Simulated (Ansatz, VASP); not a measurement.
**TaN in VASP and in Ansatz**

The input INCAR:

```
SYSTEM = TaN
ALGO = Normal
EDIFF = 1E-7
ENCUT = 520
GGA = PS
ISIF = 2
ISMEAR = 0
LASPH = .TRUE.
LCHARG = .TRUE.
LELF = .TRUE.
LREAL = .FALSE.
LVHAR = .TRUE.
LWAVE = .FALSE.
NBANDS = 33
NELM = 60
PREC = Accurate
SIGMA = 0.15
```

Contents of KPOINTS:

```
k-points
0
G
  12 12 16
  0 0 0
```

POSCAR

```
TaN
1.0
    5.2050894145      0.0000000000      0.0000000000
   -2.6025447072      4.5077396619      0.0000000000
    0.0000000000      0.0000000000      2.9035873904
Ta N
3 3
Direct
    0.0000000000      0.0000000000      0.0000000000
    0.3333333333      0.6666666667      0.3837644766
    0.6666666667      0.3333333333      0.5000000000
    0.5000000000      0.0000000000      0.0000000000
    0.5000000000      0.5000000000      0.0000000000
    0.0000000000      0.5000000000      0.0000000000
```

Input for Ansatz:

```yaml
crystal:
  lattice:
    - [5.2050894145, 0.0, 0.0]
    - [-2.6025447072, 4.5077396619, 0.0]
    - [0.0, 0.0, 2.9035873904]
  atoms:
    - { symbol: Ta, position: [0.0, 0.0, 0.0] }
    - { symbol: Ta, position: [0.3333333333, 0.6666666667, 0.3837644766] }
    - { symbol: Ta, position: [0.6666666667, 0.3333333333, 0.5] }
    - { symbol: "N", position: [0.5, 0.0, 0.0] }
    - { symbol: "N", position: [0.5, 0.5, 0.0] }
    - { symbol: "N", position: [0.0, 0.5, 0.0] }
basis:
  ecutwfc: 420
kpoints:
  mp_grid: { grid: [12, 12, 16] }
hamiltonian:
  xc: pbesol
scf:
  occupations: { method: gaussian, width: 0.15 }
output:
  forces: true
  stress: true
  eigenvalues: true
```

Alike in both runs: task single point; functional PBEsol; k mesh 12 × 12 × 16; occupations gaussian, width 0.15 eV; no spin polarisation.

```csv
,VASP,Ansatz
version,VASP 6.6.1,Ansatz 0.2.0
potentials or method,"VASP PAW PBE potentials, release 64 (Ta_pv, N), cutoff 520 eV","scalar-relativistic, plane waves, PAW"
valence electrons in the cell,48,54
```

|  | VASP | Ansatz | Ansatz less VASP |
| --- | --- | --- | --- |
| gap on the k mesh at the Fermi level (eV) | none | none | - |
| pressure (GPa) | 14.1 | 12.9 | -1.26 |
| traceless stress, the component that is largest in VASP (GPa) | 3.35 | 3.16 | -0.193 |
| rms of the force components (eV/Å) | 2.311 | 2.253 | -0.0581 |

VASP's potentials were made for PBE, not for PBEsol. Atom by atom the forces differ by 0.059 eV/Å (rms over components). A gap of «none» marks a metal or a gap that the smearing closes. VASP's potentials hold 48 valence electrons a cell and Ansatz's 54, so a difference there can come from the potentials and not from the codes.

Spin-orbit coupling is off throughout.
